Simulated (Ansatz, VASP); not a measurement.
# Two plane-wave programs on LiCl

Contents of INCAR:

```
SYSTEM = LiCl
ALGO = Normal
EDIFF = 1E-6
ENCUT = 750
GGA = PS
GGA_COMPAT = .False.
ISIF = 2
ISMEAR = 1
LASPH = .True.
LCHARG = .False.
LREAL = .False.
LWAVE = .False.
NBANDS = 12
NELM = 120
PREC = Accurate
SIGMA = 0.05
```

KPOINTS

```
k-points
0
Gamma
  6 6 6
  0 0 0
```

Contents of POSCAR:

```
LiCl
1.0
    3.2711235777      0.0000000000      0.0000000000
    0.0000000000      3.2711235777      0.0000000000
    0.0000000000      0.0000000000      3.2711235777
Li Cl
1 1
Direct
    0.0000000000      0.0000000000      0.0000000000
    0.5000000000      0.5000000000      0.5000000000
```

Input for Ansatz:

```yaml
crystal:
  lattice:
    - [3.2711235777, 0.0, 0.0]
    - [0.0, 3.2711235777, 0.0]
    - [0.0, 0.0, 3.2711235777]
  atoms:
    - { symbol: Li, position: [0.0, 0.0, 0.0] }
    - { symbol: Cl, position: [0.5, 0.5, 0.5] }
kpoints:
  mp_grid: { grid: [6, 6, 6] }
hamiltonian:
  xc: pbesol
scf:
  occupations: { method: cold, width: 0.05 }
  n_extra_bands: 4
output:
  forces: true
  stress: true
  eigenvalues: true
```

Alike in both runs: task single point; functional PBEsol; k mesh 6 × 6 × 6; no spin polarisation.

|  | VASP | Ansatz |
| --- | --- | --- |
| version | VASP 6.6.1 | Ansatz 0.2.0 |
| potentials or method | VASP PAW PBE potentials, release 64 (Li_sv, Cl) | plane waves |
| plane-wave cutoff (eV) | 750 | 420 |
| occupations | methfessel-paxton of order 1, width 0.05 eV | cold, width 0.05 eV |
| valence electrons in the cell | 10 | 10 |

VASP gave:

* gap on the k mesh at the Fermi level (eV): 4.27
* pressure (GPa): -1.3

Question: Which values does Ansatz return?

Answer: gap on the k mesh at the Fermi level (eV): 4.26; pressure (GPa): -1.2.

VASP's potentials were made for PBE, not for PBEsol.
